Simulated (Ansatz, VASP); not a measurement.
Two plane-wave programs on MgB2

File INCAR:

```
PREC = Accurate
ENCUT = 520
EDIFF = 1E-8
ISMEAR = -1
SIGMA = 0.05
LREAL = False
LASPH = True
NELM = 60
ALGO = Normal
ISIF = 2
LWAVE = False
LCHARG = False
GGA = PE
LEFG = True
NBANDS = 11
```

KPOINTS

```
regular mesh
0
Gamma
  12 12 9
```

POSCAR

```
MgB2
1.0
    3.0850007055      0.0000000000      0.0000000000
   -1.5425003528      2.6716889817      0.0000000000
    0.0000000000      0.0000000000      3.5230000000
Mg B
1 2
Direct
    0.0000000000      0.0000000000      0.0000000000
    0.3333333333      0.6666666667      0.5000000000
    0.6666666667      0.3333333333      0.5000000000
```

Input for Ansatz:

```yaml
crystal:
  lattice:
    - [3.0850007055, 0.0, 0.0]
    - [-1.5425003528, 2.6716889817, 0.0]
    - [0.0, 0.0, 3.523]
  atoms:
    - { symbol: Mg, position: [0.0, 0.0, 0.0] }
    - { symbol: B, position: [0.3333333333, 0.6666666667, 0.5] }
    - { symbol: B, position: [0.6666666667, 0.3333333333, 0.5] }
kpoints:
  mp_grid: { grid: [12, 12, 9] }
  band_path:
    path:
      - [0.0, 0.0, 0.0]
      - [0.5, 0.0, 0.0]
      - [0.3333333333, 0.3333333333, 0.0]
      - [0.0, 0.0, 0.0]
      - [0.0, 0.0, 0.5]
      - [0.5, 0.0, 0.5]
      - [0.3333333333, 0.3333333333, 0.5]
      - [0.0, 0.0, 0.5]
      - [0.5, 0.0, 0.5]
    npoints: 8
scf:
  occupations: { method: fermi_dirac, width: 0.05 }
hamiltonian:
  xc: pbe
  pseudopotentials: { kind: paw }
output:
  forces: true
  stress: true
  eigenvalues: true
  efg: { contact_densities: true }
  populations: true
  bader: true
  dos: { projected: true, de: 0.2, e_range: [-14, 8] }
```

Alike in both runs: task electric field gradients; functional PBE; k mesh 12 × 12 × 9; occupations fermi-dirac, width 0.05 eV; no spin polarisation.

|  | VASP | Ansatz |
| --- | --- | --- |
| version | VASP 6.6.1 | Ansatz 0.2.0 |
| potentials or method | VASP PAW PBE potentials, release 64 (Mg, B) | PAW with Ansatz's default frozen-core files, scalar-relativistic |
| plane-wave cutoff (eV) | 520 | 420 |
| valence electrons in the cell | 8 | 16 |

|  | VASP | Ansatz | Ansatz less VASP |
| --- | --- | --- | --- |
| pressure (GPa) | -1.3 | -1.0 | +0.25 |
| traceless stress, the component that is largest in VASP (GPa) | 0.25 | 0.38 | +0.127 |
| size of Vzz on the site where it differs most (V/Å²) | 0.2 | 2.7 | +2.58 |

With one functional, cell and mesh, what is left measures potentials, basis and numerics. VASP's potentials hold 8 valence electrons a cell and Ansatz's 16, so a difference there can come from the potentials and not from the codes.
